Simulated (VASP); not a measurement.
Runs of VASP 6.6.1 on Ir. The structure is that of space group P6_3/mmc (No. 194), or close to it. The cells are those of the table. This isn't the form of Ir at room conditions, which is fcc.

| level | potentials or basis | cell | k mesh | cutoff (eV) | grid for exact exchange (PRECFOCK) | share of exact exchange | screening parameter | gap on the mesh (eV) | pressure (GPa) |
| --- | --- | --- | --- | --- | --- | --- | --- | --- | --- |
| HSE06 | VASP PAW PBE potentials, release 64 (Ir) | a = 2.695, b = 2.695, c = 4.371 Å, angles 90.0, 90.0, 120.0°, 2 atoms | 6 × 6 × 4 | 520 | Normal | 0.25 | 0.2079 1/Å | none | 11.0 |
| PBE0 | VASP PAW PBE potentials, release 64 (Ir_sv_GW) | a = 2.770, b = 2.770, c = 4.492 Å, angles 90.0, 90.0, 120.0°, 2 atoms | 6 × 6 × 4 | 420 | Normal | 0.25 | - | none | -22.7 |
| PBE0 | VASP PAW PBE potentials, release 64 (Ir_sv_GW) | a = 2.733, b = 2.733, c = 4.432 Å, angles 90.0, 90.0, 120.0°, 2 atoms | 6 × 6 × 4 | 420 | Normal | 0.25 | - | none | -10.0 |
| r2SCAN | VASP PAW PBE potentials, release 64 (Ir_sv_GW) | a = 2.733, b = 2.733, c = 4.432 Å, angles 90.0, 90.0, 120.0°, 2 atoms | 11 × 11 × 6 | 620 | - | - | - | none | (a) |
| HSE06 | VASP PAW PBE potentials, release 64 (Ir) | a = 2.714, b = 2.714, c = 4.402 Å, angles 90.0, 90.0, 120.0°, 2 atoms | 6 × 6 × 4 | 520 | Normal | 0.25 | 0.2079 1/Å | none | (b) |

Alike in all rows: task single point; no spin polarisation; smearing fermi-dirac 0.05 eV.

Problem. Estimate the missing entries.

Solution. (a) -2.6; (b) 2.1.

Caveats: some runs use coarse meshes; the PAW data sets were made with another functional, which shifts forces and pressure a little; spin-orbit coupling is left out, which moves the levels of the heavy elements.

A k mesh can miss the band edges, and the runs leave out spin-orbit coupling on Ir.

A gap of «none» marks levels without a gap at the run's occupations.

The runs don't all hold the same shells in valence.
